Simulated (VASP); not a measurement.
# CuO (Tenorite) (C2/c) in VASP: notebook

The runs below take CuO (Tenorite) through single point, with PBE, LDA, PBEsol.

Everything below comes from runs of VASP 6.6.1. Logs are shortened: lines on timing, memory, paths and dates and some standing lists are left out, and cuts for length are marked.

**1. The cell of the first run**

The structure is monoclinic, space group C2/c (No. 15). The conventional cell has a = 4.684 Å, b = 3.423 Å, c = 5.129 Å, α = 90.00°, β = 99.54°, γ = 90.00°. Cu (site symmetry -1) has 4 O at 1.95 to 1.96 Å within 2.6 Å. Within 2.6 Å of O (site symmetry 2) lie 4 Cu at 1.95 to 1.96 Å.

**2. Single point, PBE**

The input, INCAR:

```
SYSTEM = CuO
ALGO     = Normal         ! electronic algorithm
EDIFF    = 1E-6           ! SCF threshold, eV
ENCUT    = 520            ! plane-wave cutoff, eV
GGA      = PE             ! functional
ISIF     = 2              ! what is computed and relaxed
ISMEAR   = -1             ! smearing method
LASPH    = .True.         ! aspherical terms in the spheres
LCHARG   = .True.         ! write CHGCAR
LELF     = .True.         ! ELF
LREAL    = .False.        ! projectors in reciprocal space
LVHAR    = .True.       
LWAVE    = .False.        ! write WAVECAR
NBANDS   = 25             ! bands
NELM     = 80             ! most SCF steps
PREC     = Accurate       ! precision mode
SIGMA    = 0.05           ! smearing width, eV
```

The input, KPOINTS:

```
k-points
0
Gamma
  6 6 3
  0 0 0
```

The input, POSCAR:

```
CuO
1.0
    2.3418500000     -1.7113000000      0.0000000000
    2.3418500000      1.7113000000      0.0000000000
   -0.8500274268      0.0000000000      5.0578693947
Cu O
2 2
Direct
    0.5000000000      0.0000000000      0.5000000000
    0.0000000000      0.5000000000      0.0000000000
    0.4184000000      0.5816000000      0.7500000000
    0.5816000000      0.4184000000      0.2500000000
```

Potentials or basis: VASP PAW PBE potentials, release 64 (Cu, O).

Launch:

```sh
cat potpaw_PBE.64/Cu/POTCAR potpaw_PBE.64/O/POTCAR > POTCAR
mpirun -np 1 vasp_std > vasp.out
```

OUTCAR:

```text
SYSTEM = CuO
   EDIFF = 1E-6
   ENCUT = 520
   GGA = PE
   ISIF = 2
   ISMEAR = -1
   LASPH = .True.
   LREAL = .False.
   NELM = 80
   PREC = Accurate

 ion  position               nearest neighbor table
   1  0.500  0.000  0.500-   3 1.95   4 1.95   4 1.96   3 1.96
   2  0.000  0.500  0.000-   4 1.95   3 1.95   4 1.96   3 1.96
   3  0.418  0.582  0.750-   2 1.95   1 1.95   2 1.96   1 1.96
   4  0.582  0.418  0.250-   1 1.95   2 1.95   2 1.96   1 1.96

  LATTYP: Found a base centered monoclinic cell.
 ALAT       =     4.6837000000
 B/A-ratio  =     0.7307470589
 C/A-ratio  =     1.0950317057
 COS(beta)  =    -0.1657361228

  Lattice vectors:

 A1 = (   2.3418500000,  -1.7113000000,   0.0000000000)
 A2 = (   2.3418500000,   1.7113000000,   0.0000000000)
 A3 = (  -0.8500274268,   0.0000000000,   5.0578693947)

Analysis of symmetry for initial positions (statically):
=====================================================================
 Subroutine PRICEL returns:
 Original cell was already a primitive cell.

 Routine SETGRP: Setting up the symmetry group for a
 base centered monoclinic supercell.

 Subroutine GETGRP returns: Found  4 space group operations
 (whereof  2 operations were pure point group operations)
 out of a pool of  4 trial point group operations.

The static configuration has the point symmetry S_2 .
 The point group associated with its full space group is C_2h.

Analysis of symmetry for dynamics (positions and initial velocities):
=====================================================================
 Subroutine PRICEL returns:
 Original cell was already a primitive cell.

 Routine SETGRP: Setting up the symmetry group for a
 base centered monoclinic supercell.

 Subroutine GETGRP returns: Found  4 space group operations
 (whereof  2 operations were pure point group operations)
 out of a pool of  4 trial point group operations.

The dynamic configuration has the point symmetry S_2 .
 The point group associated with its full space group is C_2h.

 Subroutine INISYM returns: Found  4 space group operations
 (whereof  2 operations are pure point group operations),
 and found     1 'primitive' translations

----------------------------------------------------------------------------------------

                                     Primitive cell

  volume of cell :      40.5399

  direct lattice vectors                    reciprocal lattice vectors
     2.341850000 -1.711300000  0.000000000     0.213506416 -0.292175539  0.035881968
     2.341850000  1.711300000  0.000000000     0.213506416  0.292175539  0.035881968
    -0.850027427  0.000000000  5.057869395     0.000000000  0.000000000  0.197711709

  length of vectors
     2.900484289  2.900484289  5.128800000     0.363646877  0.363646877  0.197711709

  position of ions in fractional coordinates (direct lattice)
     0.500000000  0.000000000  0.500000000
     0.000000000  0.500000000  0.000000000
     0.418400000  0.581600000  0.750000000
     0.581600000  0.418400000  0.250000000

  ion indices of the primitive-cell ions
   primitive index   ion index
                 1           1
                 2           2
                 3           3
                 4           4

----------------------------------------------------------------------------------------

 KPOINTS: k-points

Automatic generation of k-mesh.
 Grid dimensions read from file:
 generate k-points for:    6    6    3

 Generating k-lattice:

  Cartesian coordinates                     Fractional coordinates (reciprocal lattice)
     0.035584403 -0.048695923  0.005980328     0.166666667  0.000000000 -0.000000000
     0.035584403  0.048695923  0.005980328     0.000000000  0.166666667 -0.000000000
     0.000000000  0.000000000  0.065903903     0.000000000  0.000000000  0.333333333

  Length of vectors
     0.060607813  0.060607813  0.065903903

  Shift w.r.t. Gamma in fractional coordinates (k-lattice)
     0.000000000  0.000000000  0.000000000

 Subroutine IBZKPT returns following result:
 ===========================================

 Found     34 irreducible k-points:

 Following reciprocal coordinates:
            Coordinates               Weight
  0.000000  0.000000  0.000000      1.000000
  0.166667 -0.000000  0.000000      4.000000
  0.333333 -0.000000  0.000000      4.000000
  0.500000 -0.000000  0.000000      2.000000
  0.166667  0.166667  0.000000      2.000000
  0.333333  0.166667  0.000000      4.000000
[... 16 lines left out ...]
 -0.333333  0.166667  0.333333      4.000000
 -0.166667  0.166667  0.333333      4.000000
 [... further k-points ...]
   k-points           NKPTS =     34   k-points in BZ     NKDIM =     34   number of bands    NBANDS=     25
   number of dos      NEDOS =    301   number of ions     NIONS =      4
   total plane-waves  NPLWV =  23040
   dimension x,y,z NGX =    24 NGY =   24 NGZ =   40
   dimension x,y,z NGXF=    48 NGYF=   48 NGZF=   80
   ions per type =               2   2
   NGX,Y,Z   is equivalent  to a cutoff of  13.76, 13.76, 12.97 a.u.
   NGXF,Y,Z  is equivalent  to a cutoff of  27.51, 27.51, 25.93 a.u.
 SYSTEM =  CuO
   PREC   = accura    normal or accurate (medium, high low for compatibility)
   ISTART =      0    job   : 0-new  1-cont  2-samecut
   ICHARG =      2    charge: 1-file 2-atom 10-const
   ISPIN  =      1    spin polarized calculation?
   LNONCOLLINEAR =      F non collinear calculations
   LSORBIT =      F    spin-orbit coupling
   LASPH  =      T    aspherical Exc in radial PAW
   ENCUT  =  520.0 eV  38.22 Ry    6.18 a.u.   5.39  5.39  9.54*2*pi/ulx,y,z
   NELM   =     80;   NELMIN=  2; NELMDL= -5     # of ELM steps
   EDIFF  = 0.1E-05   stopping-criterion for ELM
   LREAL  =      F    real-space projection
   EDIFFG = 0.1E-04   stopping-criterion for IOM
   NSW    =      0    number of steps for IOM
   IBRION =     -1    ionic relax: 0-MD 1-quasi-New 2-CG
   NFREE  =      0    steps in history (QN), initial steepest desc. (CG)
   ISIF   =      2    stress and relaxation
   ISYM   =      2    0-nonsym 1-usesym 2-fastsym
   POTIM  = 0.5000    time-step for ionic-motion
   TEBEG  =    0.0;   TEEND  =   0.0 temperature during run
   PSTRESS=    0.0 pullay stress
   NELECT =      34.0000    total number of electrons
   NUPDOWN=      -1.0000    fix difference up-down
   EMIN   =  10.00;   EMAX   =-10.00  energy-range for DOS
   EFERMI =   0.00;   METHOD = LEGACY
   ISMEAR =    -1;   SIGMA  =   0.05  broadening in eV -4-tet -1-fermi 0-gaus
   EFERMI_NEDOS =   21; number of points for ismear=-14 and -15
   IALGO  =     38    algorithm
   IMIX   =      4    mixing-type and parameters
     AMIX     =   0.40;   BMIX     =  1.00
     AMIX_MAG =   1.60;   BMIX_MAG =  1.00
  volume/ion in A,a.u.               =      10.13        68.39
  Fermi-wavevector in a.u.,A,eV,Ry     =   1.543856  2.917465 32.429379  2.383492
  Thomas-Fermi vector in A             =   2.649460
   LORBIT       =      0    0 simple, 1 ext, 2 COOP (PROOUT), +10 PAW based schemes
   GGA     = PE    functional components
   LHFCALC =     F    Hartree Fock is set to
   AEXX    =    0.0000 exact exchange contribution
   IVDW    =     0    specifies the selected vdW correction
   LEPSILON=     F    determine dielectric tensor
   LRPA    =     F    only Hartree local field effects (RPA)
 non-spin polarized calculation
  energy-cutoff  :      520.00
  volume of cell :       40.54
 maximum number of plane-waves:      1129
 NGX is ok and might be reduce to    24
   NGX = 11   NGY = 11   NGZ = 19

 number of electron      34.0000001 magnetization

 Free energy of the ion-electron system (eV)
  ---------------------------------------------------
  ext. energy  EPLUGINS =         0.00000000
  ---------------------------------------------------
  free energy    TOTEN  =       -19.51395178 eV

  energy without entropy =      -19.49004918  energy(sigma->0) =      -19.50200048

 E-fermi :   5.7414     XC(G=0): -11.9144

 val. band max:        5.7234809482   @ k =   0.5000  -0.0000   0.0000
 cond. band min:       5.7501255809   @ k =   0.5000   0.3333   0.3333
 fundamental gap:      0.0266446327
 Fermi energy:         5.7413890799

 k-point     1 :       0.0000    0.0000    0.0000
  band No.  band energies     occupation
      1     -14.2080      2.00000
      2     -12.8808      2.00000
      3      -2.4310      2.00000
      4       0.1590      2.00000
      5       0.5556      2.00000
      6       2.3998      2.00000
[... 17 lines left out ...]
     24      22.1235      0.00000
     25      22.4496      0.00000

 k-point     2 :       0.1667   -0.0000    0.0000
  band No.  band energies     occupation
      1     -14.0284      2.00000
      2     -12.8238      2.00000
      3      -2.1393      2.00000
      4       0.1078      2.00000
      5       0.4815      2.00000
      6       0.9205      2.00000
[... 17 lines left out ...]
     24      21.1145      0.00000
     25      22.3362      0.00000

 k-point     3 :       0.3333   -0.0000    0.0000
  band No.  band energies     occupation
      1     -13.6373      2.00000
      2     -12.7074      2.00000
      3      -1.5368      2.00000
      4      -0.8131      2.00000
      5      -0.0088      2.00000
      6       0.5338      2.00000
[... 17 lines left out ...]
     24      19.3269      0.00000
     25      21.6597      0.00000

 k-point     4 :       0.5000   -0.0000    0.0000
  band No.  band energies     occupation
      1     -13.4215      2.00000
      2     -12.6491      2.00000
      3      -1.5159      2.00000
      4      -1.2307      2.00000
      5      -0.0171      2.00000
      6       0.5581      2.00000
[... 17 lines left out ...]
     24      18.4192      0.00000
     25      21.3024      0.00000

 k-point     5 :       0.1667    0.1667    0.0000
  band No.  band energies     occupation
      1     -13.9208      2.00000
      2     -12.8051      2.00000
      3      -1.9452      2.00000
      4       0.1995      2.00000
      5       0.4623      2.00000
      6       1.0354      2.00000
[... 17 lines left out ...]
     24      21.2678      0.00000
     25      22.1039      0.00000

 k-point     6 :       0.3333    0.1667    0.0000
  band No.  band energies     occupation
      1     -13.5685      2.00000
      2     -12.7082      2.00000
      3      -1.3768      2.00000
      4      -0.5784      2.00000
      5       0.2289      2.00000
      6       0.4876      2.00000
[... 17 lines left out ...]
     24      19.7274      0.00000
     25      21.3900      0.00000
[... 393 lines left out ...]
 k-point    21 :       0.3333    0.1667    0.3333
  band No.  band energies     occupation
      1     -13.3263      2.00000
      2     -12.9925      2.00000
      3      -1.1396      2.00000
      4      -0.5861      2.00000
      5       0.2097      2.00000
      6       0.5359      2.00000
[... 17 lines left out ...]
     24      19.9280      0.00000
     25      20.6236      0.00000

 k-point    22 :       0.5000    0.1667    0.3333
  band No.  band energies     occupation
      1     -13.1434      2.00000
      2     -12.8191      2.00000
      3      -1.3549      2.00000
      4      -0.5570      2.00000
      5      -0.0739      2.00000
      6       0.0671      2.00000
[... 17 lines left out ...]
     24      19.3903      0.00000
     25      20.3788      0.00000

 k-point    23 :      -0.3333    0.1667    0.3333
  band No.  band energies     occupation
      1     -13.2602      2.00000
      2     -12.8608      2.00000
      3      -0.9927      2.00000
      4      -0.4956      2.00000
      5      -0.1491      2.00000
      6       0.1646      2.00000
[... 17 lines left out ...]
     24      19.4679      0.00000
     25      20.4055      0.00000

 k-point    24 :      -0.1667    0.1667    0.3333
  band No.  band energies     occupation
      1     -13.5675      2.00000
      2     -13.0426      2.00000
      3      -1.1289      2.00000
      4      -0.2464      2.00000
      5       0.2453      2.00000
      6       0.6069      2.00000
[... 17 lines left out ...]
     24      19.6821      0.00000
     25      20.6227      0.00000

 [... further k-points ...]

------------------------ aborting loop because EDIFF is reached ----------------------------------------

  FORCE on cell =-STRESS in cart. coord.  units (eV):
  Direction    XX          YY          ZZ          XY          YZ          ZX
  --------------------------------------------------------------------------------------
  -------------------------------------------------------------------------------------
  Total        1.5715490      1.8646433      1.5300705      0.0000000      0.0000000     -0.2995587
  in kB       62.1091624     73.6925377     60.4698906      0.0000000      0.0000000    -11.8388529
  external PRESSURE =      65.4238636 kB  Pullay stress =       0.0000000 kB

 VOLUME and BASIS-vectors are now :
 -----------------------------------------------------------------------------
  energy-cutoff  :      520.00
  volume of cell :       40.54
      direct lattice vectors                 reciprocal lattice vectors
     2.341850000 -1.711300000  0.000000000     0.213506416 -0.292175539  0.035881968
     2.341850000  1.711300000  0.000000000     0.213506416  0.292175539  0.035881968
    -0.850027427  0.000000000  5.057869395     0.000000000  0.000000000  0.197711709

 POSITION                                       TOTAL-FORCE (eV/Angst)
 -----------------------------------------------------------------------------------
      0.74591     -0.85565      2.52893         0.000000      0.000000      0.000000
      1.17092      0.85565      0.00000         0.000000      0.000000      0.000000
      1.70433      0.27928      3.79340        -0.000000     -0.218046      0.000000
      2.12934     -0.27928      1.26447         0.000000      0.218046      0.000000
 -----------------------------------------------------------------------------------
    total drift:                                0.000000     -0.000000     -0.000000

  FREE ENERGIE OF THE ION-ELECTRON SYSTEM (eV)
  ---------------------------------------------------
  free  energy   TOTEN  =       -19.5139517812 eV

  energy  without entropy=      -19.4900491843  energy(sigma->0) =      -19.50200048
```

Wall time 57 s (1 thread of Intel Xeon 8259CL, shared host); peak memory 0.17 GiB.

What came out:

* Free energy: -19.5140 eV
* Pressure: 6.5 GPa
* Largest force: 0.218 eV/Å
* Band gap on the k mesh: zero (band 17 reaches 5.93 eV, above the bottom of band 18 at 5.46 eV)

Forces in eV/Å, atoms in the order of the input:
```
Cu   0.000  0.000  0.000
Cu   0.000  0.000  0.000
O    0.000 -0.218  0.000
O    0.000  0.218  0.000
```

Caveat: the k points lie up to 0.41 Å⁻¹ apart; semilocal functionals often make such compounds metallic where correlation or magnetic order opens a gap, which also shifts bond lengths. With open d or f shells a metallic result of PBE can be an artefact of self-interaction; +U or a hybrid may open a gap.

(Continued in part 2 of 2.)
